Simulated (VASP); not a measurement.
MnSi4:

```
Mn Si
1.0
    -2.68092    2.68092    2.68092
     2.68092   -2.68092    2.68092
     2.68092    2.68092   -2.68092
Mn Si
1 4
Direct
  0.00000 0.00000 0.00000
  0.50000 0.50000 0.50000
  0.00000 0.00000 0.50000
  0.00000 0.50000 0.00000
  0.50000 0.00000 0.00000
```

```yaml
Program: VASP 6.6.1
Task: relaxation of cell and atoms
Functional: PBE
Potentials_or_basis: VASP PAW PBE potentials, release 64 (Mn_pv, Si)
Cutoff: 600 eV
k_mesh: 4 × 4 × 4
Occupations: gaussian, width 0.1 eV
Spin: collinear spin, ferromagnetic start
Starting_moments: "[4.0, 0.0, 0.0, 0.0, 0.0] μB"
```

At the start: pressure -3.5 GPa; volume 15.41 Å³/atom.

How do energy, volume and symmetry change on relaxing?

Over 3 steps the energy falls by 6.3 meV/atom and the volume is 14.89 Å³/atom (-3.4 %); space group Im-3m (No. 229, to 0.05 Å); moment 1.17 μB per cell.

Step by step:
```
step  energy change (eV)  largest force (eV/Å)  pressure (GPa)  volume (Å³)
   1              0.0000                0.0000           -3.52        77.07
   2             -0.0250                0.0000            2.04        73.36
   3             -0.0317                0.0000            0.04        74.43
```

Final structure:
```
Mn Si
1.0
    -2.64996    2.64996    2.64996
     2.64996   -2.64996    2.64996
     2.64996    2.64996   -2.64996
Mn Si
1 4
Direct
  0.00000 0.00000 0.00000
  0.50000 0.50000 0.50000
  0.00000 0.00000 0.50000
  0.00000 0.50000 0.00000
  0.50000 0.00000 0.00000
```

Caveat: the k points lie up to 0.42 Å⁻¹ apart in the final cell; the moment fell far below its start of 4 μB, so a state of higher moment may lie lower in energy.
